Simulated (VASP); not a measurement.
# GaP (I-4m2) in VASP: further runs

GaP is run at these levels: r2SCAN; tasks: single point.

All numbers are computed with VASP 6.6.1; they aren't measurements. Logs are shortened: lines on timing, memory, paths and dates and some standing lists are left out, and cuts for length are marked.

## Step 1: The cell of the first run

It takes space group I-4m2 (No. 119, tetragonal). The conventional cell has a = 3.854 Å, b = 3.854 Å, c = 4.905 Å, α = 90.00°, β = 90.00°, γ = 90.00°. Ga (site symmetry -4m2) has 4 P at 2.28 Å within 3.0 Å. Within 3.0 Å of P (site symmetry -4m2) lie 4 Ga at 2.28 Å.

## Step 2: Single point, r2SCAN (strain -0.1000 x Voigt [1, 0, 0, 0, 0, 0])

POSCAR reads:

```
GaP
1.0
    0.0000000000      2.7252500000      2.7252500000
    2.4527250000      0.0000000000      2.7252500000
    2.4527250000      2.7252500000      0.0000000000
Ga P
1 1
Direct
    0.0000000000      0.0000000000      0.0000000000
    0.7500000000      0.7500000000      0.7500000000
```

INCAR.step1 reads:

```
ALGO     = Normal         # electronic algorithm
EDIFF    = 1E-4           # SCF threshold, eV
ENCUT    = 520            # plane-wave cutoff, eV
GGA      = PE             # functional
ISMEAR   = 0              # smearing method
LASPH    = T              # aspherical terms in the spheres
LCHARG   = F              # write CHGCAR
LREAL    = F              # projectors in reciprocal space
LWAVE    = T              # write WAVECAR
NBANDS   = 16             # bands
NELM     = 60             # most SCF steps
PREC     = Accurate       # precision mode
SIGMA    = 0.05           # smearing width, eV
```

INCAR.step2 reads:

```
ALGO     = Normal         # electronic algorithm
EDIFF    = 1E-6           # SCF threshold, eV
ENCUT    = 520            # plane-wave cutoff, eV
ISIF     = 2              # what is computed and relaxed
ISMEAR   = 0              # smearing method
ISTART   = 1            
LASPH    = T              # aspherical terms in the spheres
LCHARG   = F              # write CHGCAR
LMIXTAU  = T            
LREAL    = F              # projectors in reciprocal space
LWAVE    = F              # write WAVECAR
METAGGA  = R2SCAN         # meta-GGA
NBANDS   = 16             # bands
NELM     = 60             # most SCF steps
PREC     = Accurate       # precision mode
SIGMA    = 0.05           # smearing width, eV
```

KPOINTS reads:

```
k-points
0
Gamma
  8 8 8
```

Potentials or basis: VASP PAW PBE potentials, release 64 (Ga_d, P).

On the command line:

```console
cat potpaw_PBE.64/Ga_d/POTCAR potpaw_PBE.64/P/POTCAR > POTCAR
cp INCAR.step1 INCAR
mpirun -np 1 vasp_std > vasp.out
cp INCAR.step2 INCAR
mpirun -np 1 vasp_std > vasp.out
```

OUTCAR:

```text
EDIFF = 1E-6
   ENCUT = 520
   ISIF = 2
   ISMEAR = 0
   ISTART = 1
   LASPH = T
   LREAL = F
   METAGGA = R2SCAN
   NELM = 60
   PREC = Accurate

 ion  position               nearest neighbor table
   1  0.000  0.000  0.000-   2 2.28   2 2.28   2 2.28   2 2.28
   2  0.750  0.750  0.750-   1 2.28   1 2.28   1 2.28   1 2.28

  LATTYP: Found a body centered tetragonal cell.
 ALAT       =     3.8540855109
 C/A-ratio  =     1.2727922061

  Lattice vectors:

 A1 = (  -2.4527250000,   0.0000000000,  -2.7252500000)
 A2 = (  -2.4527250000,   0.0000000000,   2.7252500000)
 A3 = (   2.4527250000,   2.7252500000,   0.0000000000)

Analysis of symmetry for initial positions (statically):
=====================================================================
 Subroutine PRICEL returns:
 Original cell was already a primitive cell.

 Routine SETGRP: Setting up the symmetry group for a
 body centered tetragonal supercell.

 Subroutine GETGRP returns: Found  8 space group operations
 (whereof  8 operations were pure point group operations)
 out of a pool of 16 trial point group operations.

The static configuration has the point symmetry D_2d.

Analysis of symmetry for dynamics (positions and initial velocities):
=====================================================================
 Subroutine PRICEL returns:
 Original cell was already a primitive cell.

 Routine SETGRP: Setting up the symmetry group for a
 body centered tetragonal supercell.

 Subroutine GETGRP returns: Found  8 space group operations
 (whereof  8 operations were pure point group operations)
 out of a pool of 16 trial point group operations.

The dynamic configuration has the point symmetry D_2d.

 Subroutine INISYM returns: Found  8 space group operations
 (whereof  8 operations are pure point group operations),
 and found     1 'primitive' translations

----------------------------------------------------------------------------------------

                                     Primitive cell

  volume of cell :      36.4327

  direct lattice vectors                    reciprocal lattice vectors
     0.000000000  2.725250000  2.725250000    -0.203854896  0.183469406  0.183469406
     2.452725000  0.000000000  2.725250000     0.203854896 -0.183469406  0.183469406
     2.452725000  2.725250000  0.000000000     0.203854896  0.183469406 -0.183469406

  length of vectors
     3.854085511  3.666448893  3.666448893     0.329967976  0.329967976  0.329967976

  position of ions in fractional coordinates (direct lattice)
     0.000000000  0.000000000  0.000000000
     0.750000000  0.750000000  0.750000000

  ion indices of the primitive-cell ions
   primitive index   ion index
                 1           1
                 2           2

----------------------------------------------------------------------------------------

 KPOINTS: k-points

Automatic generation of k-mesh.
 Grid dimensions read from file:
 generate k-points for:    8    8    8

 Generating k-lattice:

  Cartesian coordinates                     Fractional coordinates (reciprocal lattice)
    -0.025481862  0.022933676  0.022933676     0.125000000  0.000000000  0.000000000
     0.025481862 -0.022933676  0.022933676     0.000000000  0.125000000  0.000000000
     0.025481862  0.022933676 -0.022933676     0.000000000  0.000000000  0.125000000

  Length of vectors
     0.041245997  0.041245997  0.041245997

  Shift w.r.t. Gamma in fractional coordinates (k-lattice)
     0.000000000  0.000000000  0.000000000

 Subroutine IBZKPT returns following result:
 ===========================================

 Found     59 irreducible k-points:

 Following reciprocal coordinates:
            Coordinates               Weight
  0.000000  0.000000  0.000000      1.000000
  0.125000  0.000000  0.000000      8.000000
  0.250000  0.000000  0.000000      8.000000
  0.375000  0.000000  0.000000      8.000000
  0.500000  0.000000  0.000000      4.000000
  0.125000  0.125000  0.000000      4.000000
[... 16 lines left out ...]
  0.250000  0.125000  0.125000      4.000000
  0.375000  0.125000  0.125000      8.000000
 [... further k-points ...]
   k-points           NKPTS =     59   k-points in BZ     NKDIM =     59   number of bands    NBANDS=     16
   number of dos      NEDOS =    301   number of ions     NIONS =      2
   total plane-waves  NPLWV =  23520
   dimension x,y,z NGX =    30 NGY =   28 NGZ =   28
   dimension x,y,z NGXF=    60 NGYF=   56 NGZF=   56
   ions per type =               1   1
   NGX,Y,Z   is equivalent  to a cutoff of  12.94, 12.70, 12.70 a.u.
   NGXF,Y,Z  is equivalent  to a cutoff of  25.88, 25.39, 25.39 a.u.
 SYSTEM =  unknown system
   PREC   = accura    normal or accurate (medium, high low for compatibility)
   ISTART =      1    job   : 0-new  1-cont  2-samecut
   ICHARG =      0    charge: 1-file 2-atom 10-const
   ISPIN  =      1    spin polarized calculation?
   LNONCOLLINEAR =      F non collinear calculations
   LSORBIT =      F    spin-orbit coupling
   LASPH  =      T    aspherical Exc in radial PAW
   ENCUT  =  520.0 eV  38.22 Ry    6.18 a.u.   7.17  6.82  6.82*2*pi/ulx,y,z
   NELM   =     60;   NELMIN=  2; NELMDL=  0     # of ELM steps
   EDIFF  = 0.1E-05   stopping-criterion for ELM
   LREAL  =      F    real-space projection
   EDIFFG = 0.1E-04   stopping-criterion for IOM
   NSW    =      0    number of steps for IOM
   IBRION =     -1    ionic relax: 0-MD 1-quasi-New 2-CG
   NFREE  =      0    steps in history (QN), initial steepest desc. (CG)
   ISIF   =      2    stress and relaxation
   ISYM   =      2    0-nonsym 1-usesym 2-fastsym
   POTIM  = 0.5000    time-step for ionic-motion
   TEBEG  =    0.0;   TEEND  =   0.0 temperature during run
   PSTRESS=    0.0 pullay stress
   NELECT =      18.0000    total number of electrons
   NUPDOWN=      -1.0000    fix difference up-down
   EMIN   =  10.00;   EMAX   =-10.00  energy-range for DOS
   EFERMI =   0.00;   METHOD = LEGACY
   ISMEAR =     0;   SIGMA  =   0.05  broadening in eV -4-tet -1-fermi 0-gaus
   EFERMI_NEDOS =   21; number of points for ismear=-14 and -15
   IALGO  =     38    algorithm
   IMIX   =      4    mixing-type and parameters
     AMIX     =   0.40;   BMIX     =  1.00
     AMIX_MAG =   1.60;   BMIX_MAG =  1.00
  volume/ion in A,a.u.               =      18.22       122.93
  Fermi-wavevector in a.u.,A,eV,Ry     =   1.294201  2.445686 22.789172  1.674957
  Thomas-Fermi vector in A             =   2.425799
   LORBIT       =      0    0 simple, 1 ext, 2 COOP (PROOUT), +10 PAW based schemes
   METAGGA = R2SCAN    functional components
   LHFCALC =     F    Hartree Fock is set to
   AEXX    =    0.0000 exact exchange contribution
   IVDW    =     0    specifies the selected vdW correction
   LEPSILON=     F    determine dielectric tensor
   LRPA    =     F    only Hartree local field effects (RPA)
 non-spin polarized calculation
 Gauss-broadening in eV      SIGMA  =   0.05
  energy-cutoff  :      520.00
  volume of cell :       36.43
 maximum number of plane-waves:       996
 NGX is ok and might be reduce to    30
   NGX = 15   NGY = 13   NGZ = 13

 number of electron      18.0000003 magnetization

 Free energy of the ion-electron system (eV)
  ---------------------------------------------------
  ext. energy  EPLUGINS =         0.00000000
  ---------------------------------------------------
  free energy    TOTEN  =       -21.26956182 eV

  energy without entropy =      -21.26956182  energy(sigma->0) =      -21.26956182

 E-fermi :   6.2324     XC(G=0): -11.0834

 val. band max:        5.9865242530   @ k =   0.0000   0.0000   0.0000
 cond. band min:       6.6370307567   @ k =   0.0000   0.3750   0.3750
 fundamental gap:      0.6505065037
 Fermi energy:         6.2323751915

 k-point     1 :       0.0000    0.0000    0.0000
  band No.  band energies     occupation
      1      -9.6140      2.00000
      2      -9.6138      2.00000
      3      -9.5850      2.00000
      4      -9.4686      2.00000
      5      -9.4531      2.00000
      6      -8.2540      2.00000
[... 8 lines left out ...]
     15      15.5604      0.00000
     16      16.7501      0.00000

 k-point     2 :       0.1250    0.0000    0.0000
  band No.  band energies     occupation
      1      -9.6356      2.00000
      2      -9.6068      2.00000
      3      -9.5858      2.00000
      4      -9.4681      2.00000
      5      -9.4516      2.00000
      6      -8.0061      2.00000
[... 8 lines left out ...]
     15      15.5962      0.00000
     16      16.7614      0.00000

 k-point     3 :       0.2500    0.0000    0.0000
  band No.  band energies     occupation
      1      -9.6869      2.00000
      2      -9.5923      2.00000
      3      -9.5737      2.00000
      4      -9.4678      2.00000
      5      -9.4451      2.00000
      6      -7.3128      2.00000
[... 8 lines left out ...]
     15      15.0997      0.00000
     16      17.1095      0.00000

 k-point     4 :       0.3750    0.0000    0.0000
  band No.  band energies     occupation
      1      -9.7290      2.00000
      2      -9.5820      2.00000
      3      -9.5620      2.00000
      4      -9.4660      2.00000
      5      -9.4341      2.00000
      6      -6.3337      2.00000
[... 8 lines left out ...]
     15      16.9656      0.00000
     16      17.3662      0.00000
[... 324 lines left out ...]
 k-point    22 :       0.0000    0.1250    0.1250
  band No.  band energies     occupation
      1      -9.6340      2.00000
      2      -9.6001      2.00000
      3      -9.5999      2.00000
      4      -9.4770      2.00000
      5      -9.4463      2.00000
      6      -7.8807      2.00000
[... 8 lines left out ...]
     15      15.4379      0.00000
     16      17.4755      0.00000

 k-point    23 :       0.2500    0.1250    0.1250
  band No.  band energies     occupation
      1      -9.6700      2.00000
      2      -9.5984      2.00000
      3      -9.5693      2.00000
      4      -9.4626      2.00000
      5      -9.4538      2.00000
      6      -7.6525      2.00000
[... 8 lines left out ...]
     15      15.3317      0.00000
     16      17.9126      0.00000

 k-point    24 :       0.3750    0.1250    0.1250
  band No.  band energies     occupation
      1      -9.7088      2.00000
      2      -9.5822      2.00000
      3      -9.5607      2.00000
      4      -9.4630      2.00000
      5      -9.4488      2.00000
      6      -6.8787      2.00000
[... 8 lines left out ...]
     15      16.7607      0.00000
     16      18.6749      0.00000

 [... further k-points ...]
[... 5 lines left out ...]
  --------------------------------------------------------------------------------------
  -------------------------------------------------------------------------------------
  Total        3.5923625      2.0424410      2.0424410      0.0000000      0.0000000      0.0000000
  in kB      157.9789366     89.8190687     89.8190687      0.0000000      0.0000000      0.0000000
  external PRESSURE =     112.5390247 kB  Pullay stress =       0.0000000 kB

 VOLUME and BASIS-vectors are now :
 -----------------------------------------------------------------------------
  energy-cutoff  :      520.00
  volume of cell :       36.43
      direct lattice vectors                 reciprocal lattice vectors
     0.000000000  2.725250000  2.725250000    -0.203854896  0.183469406  0.183469406
     2.452725000  0.000000000  2.725250000     0.203854896 -0.183469406  0.183469406
     2.452725000  2.725250000  0.000000000     0.203854896  0.183469406 -0.183469406

 POSITION                                       TOTAL-FORCE (eV/Angst)
 -----------------------------------------------------------------------------------
      0.00000      0.00000      0.00000         0.000000      0.000000      0.000000
      3.67909      4.08788      4.08788        -0.000000     -0.000000     -0.000000
 -----------------------------------------------------------------------------------
    total drift:                               -0.000193      0.000013      0.000013

  FREE ENERGIE OF THE ION-ELECTRON SYSTEM (eV)
  ---------------------------------------------------
  free  energy   TOTEN  =       -21.2695618226 eV

  energy  without entropy=      -21.2695618226  energy(sigma->0) =      -21.26956182
```

It took 71 s on 1 thread of Intel Xeon 6975P-C (Granite Rapids), shared host; peak memory 0.19 GiB.

Results:

| Quantity | Value |
| --- | --- |
| Free energy | -21.2696 eV |
| Pressure | 11.3 GPa |
| Band gap on the k mesh | 0.65 eV, indirect (least direct gap 2.85 eV) |

Stress tensor (GPa, compression positive):
```
15.80  0.00  0.00
 0.00  8.98  0.00
 0.00  0.00  8.98
```

Levels at points of the mesh, in eV from the valence-band top:
| k point | band 5 | band 6 | band 7 | band 8 | band 9 | band 10 | band 11 | band 12 | band 13 | band 14 |
| --- | --- | --- | --- | --- | --- | --- | --- | --- | --- | --- |
| (0.00, 0.00, 0.00) | -15.44 | -14.24 | -0.57 | -0.57 | 0.00 | 2.85 | 3.70 | 3.93 | 3.93 | 9.02 |
| (0.50, 0.00, 0.00) | -15.41 | -11.69 | -7.87 | -2.16 | -1.25 | 1.73 | 4.19 | 5.45 | 8.84 | 11.44 |
| (0.50, 0.50, 0.00) | -15.42 | -10.82 | -8.12 | -3.29 | -3.19 | 1.64 | 2.02 | 10.92 | 11.21 | 12.07 |
| (0.00, 0.50, 0.50) | -15.39 | -10.23 | -7.31 | -4.09 | -4.09 | 0.79 | 0.88 | 11.66 | 11.66 | 12.66 |

Caveat: the cell differs from its parent crystal (strain -0.1000 x Voigt [1, 0, 0, 0, 0, 0]); the PAW data sets were made with another functional, which shifts forces and pressure a little.

## Step 3: Single point, r2SCAN (strain -0.0750 x Voigt [1, 0, 0, 0, 0, 0])

POSCAR reads:

```
GaP
1.0
    0.0000000000      2.7252500000      2.7252500000
    2.5208562500      0.0000000000      2.7252500000
    2.5208562500      2.7252500000      0.0000000000
Ga P
1 1
Direct
    0.0000000000      0.0000000000      0.0000000000
    0.7500000000      0.7500000000      0.7500000000
```

INCAR.step1 reads:

```
SYSTEM = GaP
PREC = Accurate
ENCUT = 520
ISMEAR = 0
SIGMA = 0.05
LREAL = .False.
LASPH = .True.
NELM = 80
NBANDS = 16
GGA = PE
ALGO = Normal
EDIFF = 1E-4
LWAVE = .True.
LCHARG = .False.
```

INCAR.step2 reads:

```
SYSTEM = GaP
PREC = Accurate
ENCUT = 520
EDIFF = 1E-6
ISMEAR = 0
SIGMA = 0.05
LREAL = .False.
LASPH = .True.
NELM = 80
ALGO = Normal
ISIF = 2
LWAVE = .False.
LCHARG = .False.
METAGGA = R2SCAN
LMIXTAU = .True.
NBANDS = 16
ISTART = 1
```

KPOINTS reads:

```
regular mesh
0
Gamma
  8 8 8
  0 0 0
```

Potentials or basis: VASP PAW PBE potentials, release 64 (Ga_d, P).

On the command line:

```console
cat potpaw_PBE.64/Ga_d/POTCAR potpaw_PBE.64/P/POTCAR > POTCAR
cp INCAR.step1 INCAR
mpirun -np 1 vasp_std > vasp.out
cp INCAR.step2 INCAR
mpirun -np 1 vasp_std > vasp.out
```

Wall time 78 s (1 thread of Intel Xeon 6975P-C (Granite Rapids), shared host); peak memory 0.18 GiB.

The run converged. Its results:

| Property | Result |
| --- | --- |
| Free energy | -21.3560 eV |
| Pressure | 7.9 GPa |
| Band gap on the k mesh | 0.98 eV, indirect (least direct gap 2.71 eV) |

Stress tensor (GPa, compression positive):
```
11.56  0.00  0.00
 0.00  6.12  0.00
 0.00  0.00  6.12
```

Levels at points of the mesh, in eV from the valence-band top:
```
           k point  band 5  band 6  band 7  band 8  band 9  band 10  band 11  band 12  band 13  band 14
(0.00, 0.00, 0.00)  -15.29  -13.93   -0.43   -0.43    0.00     2.71     3.80     3.98     3.98     9.34
(0.50, 0.00, 0.00)  -15.27  -11.48   -7.61   -1.91   -1.23     1.85     4.42     5.27     8.79    11.62
(0.50, 0.50, 0.00)  -15.27  -10.59   -7.82   -3.18   -3.11     1.69     2.03    11.14    11.36    12.09
(0.00, 0.50, 0.50)  -15.25  -10.17   -7.24   -3.76   -3.76     1.08     1.20    11.59    11.59    12.73
```

Caveat: the cell differs from its parent crystal (strain -0.0750 x Voigt [1, 0, 0, 0, 0, 0]); the PAW data sets were made with another functional, which shifts forces and pressure a little.

## Step 4: Single point, r2SCAN (strain -0.0500 x Voigt [1, 0, 0, 0, 0, 0])

POSCAR reads:

```
GaP
1.0
    0.0000000000      2.7252500000      2.7252500000
    2.5889875000      0.0000000000      2.7252500000
    2.5889875000      2.7252500000      0.0000000000
Ga P
1 1
Direct
    0.0000000000      0.0000000000      0.0000000000
    0.7500000000      0.7500000000      0.7500000000
```

INCAR.step1 reads:

```
SYSTEM = GaP
PREC     = Accurate       ! precision mode
ENCUT    = 520            ! plane-wave cutoff, eV
ISMEAR   = 0              ! smearing method
SIGMA    = 0.05           ! smearing width, eV
LREAL    = .False.        ! projectors in reciprocal space
LASPH    = .True.         ! aspherical terms in the spheres
NELM     = 100            ! most SCF steps
NBANDS   = 16             ! bands
GGA      = PE             ! functional
ALGO     = Normal         ! electronic algorithm
EDIFF    = 1E-4           ! SCF threshold, eV
LWAVE    = .True.         ! write WAVECAR
LCHARG   = .False.        ! write CHGCAR
```

INCAR.step2 reads:

```
SYSTEM = GaP
PREC     = Accurate       ! precision mode
ENCUT    = 520            ! plane-wave cutoff, eV
EDIFF    = 1E-6           ! SCF threshold, eV
ISMEAR   = 0              ! smearing method
SIGMA    = 0.05           ! smearing width, eV
LREAL    = .False.        ! projectors in reciprocal space
LASPH    = .True.         ! aspherical terms in the spheres
NELM     = 100            ! most SCF steps
ALGO     = Normal         ! electronic algorithm
ISIF     = 2              ! what is computed and relaxed
LWAVE    = .False.        ! write WAVECAR
LCHARG   = .False.        ! write CHGCAR
METAGGA  = R2SCAN         ! meta-GGA
LMIXTAU  = .True.       
NBANDS   = 16             ! bands
ISTART   = 1
```

KPOINTS is that of step 3.

On the command line:

```console
cat potpaw_PBE.64/Ga_d/POTCAR potpaw_PBE.64/P/POTCAR > POTCAR
cp INCAR.step1 INCAR
mpirun -np 1 vasp_std > vasp.out
cp INCAR.step2 INCAR
mpirun -np 1 vasp_std > vasp.out
```

It took 72 s on 1 thread of Intel Xeon 6975P-C (Granite Rapids), shared host; peak memory 0.19 GiB.

It converged, with:

```
Free energy            : -21.4163 eV
Pressure               : 5.0 GPa
Band gap on the k mesh : 1.29 eV, indirect (least direct gap 2.59 eV)
```

Stress tensor (GPa, compression positive):
```
7.53 0.00 0.00
0.00 3.69 0.00
0.00 0.00 3.69
```

Levels at points of the mesh, in eV from the valence-band top:
| k point | band 5 | band 6 | band 7 | band 8 | band 9 | band 10 | band 11 | band 12 | band 13 | band 14 |
| --- | --- | --- | --- | --- | --- | --- | --- | --- | --- | --- |
| (0.00, 0.00, 0.00) | -15.15 | -13.62 | -0.29 | -0.29 | 0.00 | 2.59 | 3.92 | 4.04 | 4.04 | 9.51 |
| (0.50, 0.00, 0.00) | -15.13 | -11.28 | -7.35 | -1.66 | -1.22 | 1.95 | 4.64 | 5.14 | 8.78 | 11.72 |
| (0.50, 0.50, 0.00) | -15.13 | -10.36 | -7.53 | -3.06 | -3.02 | 1.75 | 2.04 | 11.30 | 11.44 | 12.09 |
| (0.00, 0.50, 0.50) | -15.11 | -10.10 | -7.16 | -3.43 | -3.43 | 1.36 | 1.51 | 11.51 | 11.51 | 12.65 |

Caveat: the cell differs from its parent crystal (strain -0.0500 x Voigt [1, 0, 0, 0, 0, 0]); the PAW data sets were made with another functional, which shifts forces and pressure a little.

(Continued in part 2 of 2.)
